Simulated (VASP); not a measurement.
## LiBe24: relaxation of the atoms with LDA

System: LiBe24, a slab with vacuum.

```
CELL_PARAMETERS angstrom
4.45243 0.00000 0.00000
0.00000 7.03315 0.00000
0.00000 0.00000 19.79987
ATOMIC_POSITIONS crystal
Be 0.00000 0.37500 0.20202
Be 0.00000 0.87500 0.20202
Be 0.50000 0.37500 0.20202
Be 0.50000 0.87500 0.20202
Be 0.25000 0.12500 0.23448
Be 0.25000 0.62500 0.23448
Be 0.75000 0.12500 0.23448
Be 0.75000 0.62500 0.23448
Be 0.25000 0.37500 0.29939
Be 0.25000 0.87500 0.29939
Be 0.75000 0.37500 0.29939
Be 0.75000 0.87500 0.29939
Be 0.00000 0.12500 0.32615
Be 0.00000 0.62500 0.32615
Be 0.50000 0.12500 0.32615
Be 0.50000 0.62500 0.32615
Be 0.00000 0.37500 0.39697
Be 0.00000 0.87500 0.39697
Be 0.50000 0.37500 0.39697
Be 0.50000 0.87500 0.39697
Be 0.25000 0.12500 0.41919
Be 0.25000 0.62500 0.41919
Be 0.75000 0.12500 0.41919
Be 0.75000 0.62500 0.41919
Li 0.25000 0.37500 0.48704
```

```json
{"Program": "VASP 6.6.1", "Task": "relaxation of the atoms", "Functional": "LDA", "Potentials or basis": "VASP PAW LDA potentials, release 64 (Be, Li_sv)", "Cutoff": "650 eV", "k mesh": "6 × 4 × 1", "Occupations": "gaussian, width 0.1 eV", "Spin": "no spin polarisation", "Dipole correction": "yes", "Atoms held fixed (from 0)": "[0, 1, 2, 3, 4, 5, 6, 7, 8, 9, 10, 11, 12, 13, 14, 15, 16, 17, 18, 19, 20, 21, 22, 23, 24]", "Further INCAR settings": "ALGO = Normal; EDIFF = 1e-07; NELMDL = -8; IBRION = 2; EDIFFG = -0.025; NSW = 36"}
```

```json
{
 "Energy gained by relaxing": "13.3 meV/atom",
 "Ionic steps": "4",
 "Band gap on the k mesh": "zero (an odd number of electrons rules out a gap without spin polarisation)"
}
```

The path:
```csv
step,energy change (eV),largest force on free atoms (eV/Å),pressure (GPa)
1,0.0000,2.1870,-0.03
2,-0.1857,1.3570,-0.18
3,-0.3317,0.0557,-0.42
4,-0.3320,0.0121,-0.42
```

Final structure:
```
Be Li
1.0
     4.45243    0.00000    0.00000
     0.00000    7.03315    0.00000
     0.00000    0.00000   19.79987
Be Li
24 1
Direct
  0.00000 0.37500 0.20202
  0.00000 0.87500 0.20202
  0.50000 0.37500 0.20202
  0.50000 0.87500 0.20202
  0.25000 0.12500 0.23448
  0.25000 0.62500 0.23448
  0.75000 0.12500 0.23448
  0.75000 0.62500 0.23448
  0.25000 0.37500 0.29939
  0.25000 0.87500 0.29939
  0.75000 0.37500 0.29939
  0.75000 0.87500 0.29939
  0.00000 0.12500 0.32615
  0.00000 0.62500 0.32615
  0.50000 0.12500 0.32615
  0.50000 0.62500 0.32615
  0.00000 0.37500 0.39697
  0.00000 0.87500 0.39697
  0.50000 0.37500 0.39697
  0.50000 0.87500 0.39697
  0.25000 0.12500 0.41919
  0.25000 0.62500 0.41919
  0.75000 0.12500 0.41919
  0.75000 0.62500 0.41919
  0.25000 0.37500 0.50426
```

Levels at points of the mesh, in eV from the Fermi level:
| k point | band 24 | band 25 | band 26 | band 27 | band 28 | band 29 |
| --- | --- | --- | --- | --- | --- | --- |
| (0.00, 0.00, 0.00) | -0.73 | -0.23 | -0.18 | 0.16 | 0.42 | 1.40 |
| (0.50, 0.00, 0.00) | 0.49 | 0.71 | 0.87 | 1.20 | 1.24 | 1.28 |
| (0.00, 0.50, 0.00) | -1.01 | -0.99 | -0.28 | -0.03 | 0.79 | 0.87 |
| (0.50, 0.50, 0.00) | -0.73 | -0.63 | 0.26 | 0.38 | 0.40 | 0.44 |

It took 22 min on 4 MPI ranks on Intel(R) Xeon(R) Platinum 8488C (Sapphire Rapids), with other jobs on the host, peak memory 0.85 GiB a rank.
